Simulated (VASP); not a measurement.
Here is a VASP 6.6.1 calculation.

File INCAR:

```
SYSTEM = O
PREC     = Accurate       ! precision mode
ENCUT    = 600            ! plane-wave cutoff, eV
EDIFF    = 1E-6           ! SCF threshold, eV
ISMEAR   = 1              ! smearing method
SIGMA    = 0.15           ! smearing width, eV
LREAL    = .FALSE.        ! projectors in reciprocal space
LASPH    = .TRUE.         ! aspherical terms in the spheres
NELM     = 120            ! most SCF steps
ALGO     = Normal         ! electronic algorithm
ISIF     = 2              ! what is computed and relaxed
LWAVE    = .FALSE.        ! write WAVECAR
LCHARG   = .FALSE.        ! write CHGCAR
GGA      = PS             ! functional
IVDW     = 12             ! dispersion correction
NBANDS   = 9              ! bands
GGA_COMPAT= .FALSE.
```

File KPOINTS:

```
Automatic mesh
0
G
  6 6 6
  0 0 0
```

File POSCAR:

```
O
1.0
    1.6213900000      0.9361100000      5.2900600000
   -1.6213900000      0.9361100000      5.2900600000
    0.0000000000     -1.8722200000      5.2900600000
O
1
Direct
    0.0000000000      0.0000000000      0.0000000000
```

Potentials or basis: VASP PAW PBE potentials, release 64 (O).

The run is started by

```console
$ cat potpaw_PBE.64/O/POTCAR > POTCAR
$ mpirun -np 1 vasp_std > vasp.out
```

Question: Estimate the band gap on the k mesh.

Answer: Zero (band 3 reaches -7.30 eV, above the bottom of band 4 at -7.60 eV).

Question: What does it give for the pressure?

Answer: -3.3 GPa.

Stress tensor (GPa, compression positive):
```
-4.96  0.00  0.00
 0.00 -4.96  0.00
 0.00  0.00 -0.13
```

Caveat: the k points lie up to 0.38 Å⁻¹ apart; the PAW data sets were made with another functional, which shifts forces and pressure a little; pairwise dispersion overbinds metals, which lowers pressure and volume.
